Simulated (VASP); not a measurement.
Crystal: GaSb.

```
CELL_PARAMETERS angstrom
0.00000 3.05900 3.05900
3.05900 0.00000 3.05900
3.05900 3.05900 0.00000
ATOMIC_POSITIONS crystal
Ga 0.00000 0.00000 0.00000
Sb 0.75000 0.75000 0.75000
```

Base run:

| Item | Value |
| --- | --- |
| Program | VASP 6.6.1 |
| Functional | PBEsol |
| Potentials or basis | VASP PAW PBE potentials, release 64 (Ga_d, Sb) |
| Cutoff | 520 eV |
| k mesh | 12 × 12 × 12 |
| Occupations | fermi-dirac, width 0.08 eV |
| Spin | no spin polarisation |

Its results: band gap on the k mesh zero (filled and empty bands touch); pressure -0.1 GPa.

**Question.** The run is repeated on the same cell with these changes: functional from PBEsol to r2SCAN. What comes out?

**Answer.** Band gap on the k mesh 0.45 eV; pressure 0.5 GPa.

Caveats: the PAW data sets were made with another functional, which shifts forces and pressure a little; spin-orbit coupling is left out, which moves the levels of the heavy elements; semilocal functionals underestimate gaps, so a narrow gap can read as zero (at least some runs).

A k mesh can miss the band edges.
